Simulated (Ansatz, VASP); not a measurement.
# SiO2: VASP beside Ansatz

INCAR

```
SYSTEM = SiO2
ALGO = Normal ; EDIFF = 1E-6
EDIFFG = -0.02 ; ENCUT = 520
GGA = PE ; IBRION = 2
ISIF = 2 ; ISMEAR = -1
LASPH = .True. ; LCHARG = .False.
LREAL = .False. ; LWAVE = .False.
NELM = 60 ; NSW = 80
PREC = Accurate ; SIGMA = 0.02
```

KPOINTS

```
k-points
0
Gamma
  5 5 4
  0 0 0
```

POSCAR

```
SiO2
1.0
    4.9820000000      0.0000000000      0.0000000000
    0.0000000000      4.9820000000      0.0000000000
    0.0000000000      0.0000000000      6.9630000000
Si O
4 8
Direct
    0.2989700000      0.2989700000      0.0000000000
    0.2010300000      0.7989700000      0.2500000000
    0.7010300000      0.7010300000      0.5000000000
    0.7989700000      0.2010300000      0.7500000000
    0.2398900000      0.1034700000      0.1781300000
    0.3965300000      0.7398900000      0.4281300000
    0.7601100000      0.8965300000      0.6781300000
    0.6034700000      0.2601100000      0.9281300000
    0.7398900000      0.3965300000      0.5718700000
    0.8965300000      0.7601100000      0.3218700000
    0.2601100000      0.6034700000      0.0718700000
    0.1034700000      0.2398900000      0.8218700000
```

Input for Ansatz:

```yaml
crystal:
  lattice:
    - [4.982, 0.0, 0.0]
    - [0.0, 4.982, 0.0]
    - [0.0, 0.0, 6.963]
  atoms:
    - { symbol: Si, position: [0.29897, 0.29897, 0.0] }
    - { symbol: Si, position: [0.20103, 0.79897, 0.25] }
    - { symbol: Si, position: [0.70103, 0.70103, 0.5] }
    - { symbol: Si, position: [0.79897, 0.20103, 0.75] }
    - { symbol: O, position: [0.23989, 0.10347, 0.17813] }
    - { symbol: O, position: [0.39653, 0.73989, 0.42813] }
    - { symbol: O, position: [0.76011, 0.89653, 0.67813] }
    - { symbol: O, position: [0.60347, 0.26011, 0.92813] }
    - { symbol: O, position: [0.73989, 0.39653, 0.57187] }
    - { symbol: O, position: [0.89653, 0.76011, 0.32187] }
    - { symbol: O, position: [0.26011, 0.60347, 0.07187] }
    - { symbol: O, position: [0.10347, 0.23989, 0.82187] }
kpoints:
  mp_grid: { grid: [5, 5, 4] }
scf:
  occupations: { method: fermi_dirac, width: 0.02 }
hamiltonian:
  xc: pbe
  pseudopotentials: { kind: paw }
output:
  forces: true
  stress: true
  populations: true
  efg: { quadrupole_moments_barn: { O: -0.02558 }, contact_densities: true }
relax:
  f_tol: 0.02
  max_steps: 60
```

Alike in both runs: task relaxation of the atoms; functional PBE; k mesh 5 × 5 × 4; occupations fermi-dirac, width 0.02 eV; no spin polarisation.

|  | VASP | Ansatz |
| --- | --- | --- |
| version | VASP 6.6.1 | Ansatz 0.2.0 |
| potentials or method | VASP PAW PBE potentials, release 64 (Si, O) | plane-wave PAW, scalar-relativistic |
| plane-wave cutoff (eV) | 520 | 420 |
| valence electrons in the cell | 64 | 64 |

|  | VASP | Ansatz | Ansatz less VASP |
| --- | --- | --- | --- |
| gap on the k mesh at the Fermi level, each at its own relaxed structure (eV) | 5.61 | 5.61 | +0.001 |

Ansatz's warnings: stress scf threshold loose.
